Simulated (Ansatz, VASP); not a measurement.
## One calculation of LuNb3Si3, two programs

File INCAR:

```
SYSTEM = LuNb3Si3
PREC     = Accurate       ! precision mode
ENCUT    = 520            ! plane-wave cutoff, eV
EDIFF    = 1E-6           ! SCF threshold, eV
ISMEAR   = 0              ! smearing method
SIGMA    = 0.1            ! smearing width, eV
LREAL    = .False.        ! projectors in reciprocal space
LASPH    = .True.         ! aspherical terms in the spheres
NELM     = 150            ! most SCF steps
ALGO     = Normal         ! electronic algorithm
ISIF     = 2              ! what is computed and relaxed
LWAVE    = .False.        ! write WAVECAR
LCHARG   = .True.         ! write CHGCAR
ISPIN    = 2              ! spin polarisation
MAGMOM   = 0 1 1 1 0 0 0  ! initial moments
LORBIT   = 11             ! projections on sites
LMAXMIX  = 4              ! l up to which the mixer works
GGA      = PE             ! functional
LELF     = .True.         ! ELF
LVHAR    = .True.       
NBANDS   = 51             ! bands
```

The input KPOINTS:

```
regular mesh
0
Gamma
  4 4 4
  0 0 0
```

POSCAR

```
LuNb3Si3
1.0
    5.1454930684      0.0000000000      0.0000000000
    0.0000000000      5.1454930684      0.0000000000
    0.0000000000      0.0000000000      5.1454930684
Lu Nb Si
1 3 3
Direct
    0.0000000000      0.0000000000      0.0000000000
    0.0000000000      0.5000000000      0.5000000000
    0.5000000000      0.0000000000      0.5000000000
    0.5000000000      0.5000000000      0.0000000000
    0.5000000000      0.0000000000      0.0000000000
    0.0000000000      0.5000000000      0.0000000000
    0.0000000000      0.0000000000      0.5000000000
```

Input for Ansatz:

```yaml
crystal:
  lattice:
    - [5.1454930684, 0.0, 0.0]
    - [0.0, 5.1454930684, 0.0]
    - [0.0, 0.0, 5.1454930684]
  atoms:
    - { symbol: Lu, position: [0.0, 0.0, 0.0] }
    - { symbol: Nb, position: [0.0, 0.5, 0.5], spin: 1.0 }
    - { symbol: Nb, position: [0.5, 0.0, 0.5], spin: 1.0 }
    - { symbol: Nb, position: [0.5, 0.5, 0.0], spin: 1.0 }
    - { symbol: Si, position: [0.5, 0.0, 0.0] }
    - { symbol: Si, position: [0.0, 0.5, 0.0] }
    - { symbol: Si, position: [0.0, 0.0, 0.5] }
basis:
  ecutwfc: 420
kpoints:
  mp_grid: { grid: [4, 4, 4] }
hamiltonian:
  xc: pbe
scf:
  occupations: { method: gaussian, width: 0.1 }
  lower_state_search: "off"
output:
  forces: true
  stress: true
  eigenvalues: true
  populations: true
magnetization:
  spin_polarized: true
```

Alike in both runs: task single point; functional PBE; k mesh 4 × 4 × 4; occupations gaussian, width 0.1 eV; collinear spin.

|  | VASP | Ansatz |
| --- | --- | --- |
| version | VASP 6.6.1 | Ansatz 0.2.0 |
| potentials or method | VASP PAW PBE potentials, release 64 (Lu, Nb_sv, Si), cutoff 520 eV | scalar-relativistic, plane waves, PAW |
| valence electrons in the cell | 76 | 76 |

Ansatz gave:

* gap on the k mesh at the Fermi level (eV): none
* pressure (GPa): -0.1
* net moment per atom (μB): 0.15
* size of the moment on the site where the two differ most (μB): 0.22

Estimate VASP's values.

gap on the k mesh at the Fermi level (eV): none; pressure (GPa): 0.0; net moment per atom (μB): 0.15; size of the moment on the site where the two differ most (μB): 0.25.

Site moments also hang on the region over which each program counts them. A gap of «none» marks a metal or a gap that the smearing closes.

Spin-orbit coupling is off throughout.
